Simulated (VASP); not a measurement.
Runs of VASP 6.6.1 on Ir. The structure is that of space group Fm-3m (No. 225), or close to it. The cells are those of the table. 

```tsv
task	potentials or basis	cell	cutoff (eV)	second run	gap on the mesh (eV)	pressure (GPa)	relaxed volume (Å³/atom)
single point	VASP PAW LDA potentials, release 64 (Ir)	a = 2.695 Å, angles 60.0°, 1 atom	520	-	none	2.6	-
relaxation of cell and atoms	VASP PAW LDA potentials, release 64 (Ir_sv_GW)	relaxed from a = 2.737 Å, angles 60.0°, 1 atom	500	valence_matched	none	0.0	13.79
relaxation of cell and atoms	VASP PAW LDA potentials, release 64 (Ir)	relaxed from a = 2.737 Å, angles 60.0°, 1 atom	600	-	none	0.1	(a)
single point	VASP PAW LDA potentials, release 64 (Ir_sv_GW)	a = 2.695 Å, angles 60.0°, 1 atom	500	valence_matched	none	-1.7	-
```

Alike in all rows: level LDA; no spin polarisation; k mesh 18 × 18 × 18; smearing gaussian 0.1 eV.

Fill in the values left out.

(a) 13.93.

Caveats: spin-orbit coupling is left out, which moves the levels of the heavy elements.

A k mesh can miss the band edges, and the runs leave out spin-orbit coupling on Ir.

A gap of «none» marks levels without a gap at the run's occupations.

The runs don't all hold the same shells in valence.
